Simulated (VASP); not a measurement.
Here is a VASP 6.6.1 calculation.

The input INCAR:

```
  PREC = Accurate
  ENCUT = 630
  EDIFF = 1E-7
  ISMEAR = 0
  SIGMA = 0.1
  LREAL = F
  LASPH = T
  NELM = 120
  ALGO = Normal
  ISIF = 3
  LWAVE = F
  LCHARG = F
  GGA = PE
  IBRION = 2
  NSW = 90
  EDIFFG = -0.04
  GGA_COMPAT = F
  NELMIN = 4
```

File KPOINTS:

```
Automatic mesh
0
Gamma
  6 6 6
```

Contents of POSCAR:

```
Pd
1.0
    3.4785748648      0.0000000000      0.0000000000
   -1.6689136189      3.6153712210      0.0000000000
   -1.1170863617     -1.2616979802      3.0998467544
Pd
2
Direct
    0.6869183481      0.4176152640      0.3257562422
    0.7171026751      0.8762178092      0.4601068208
```

Potentials or basis: VASP PAW PBE potentials, release 64 (Pd_sv_GW).

Run with:

```sh
$ cat potpaw_PBE.64/Pd_sv_GW/POTCAR > POTCAR
$ mpirun -np 1 vasp_std > vasp.out
```

(1) What does it give for the band gap on the k mesh?

(2) Estimate the space group after relaxing (to 0.1 Å).

(3) Estimate the relaxed volume.

Results:

(1) zero (bands 18 and 19 overlap by 1.38 eV).

(2) Fm-3m (No. 225).

(3) 15.16 Å³/atom.

Caveat: the volume moved by over 15 % at a fixed basis, so the end points are rough.
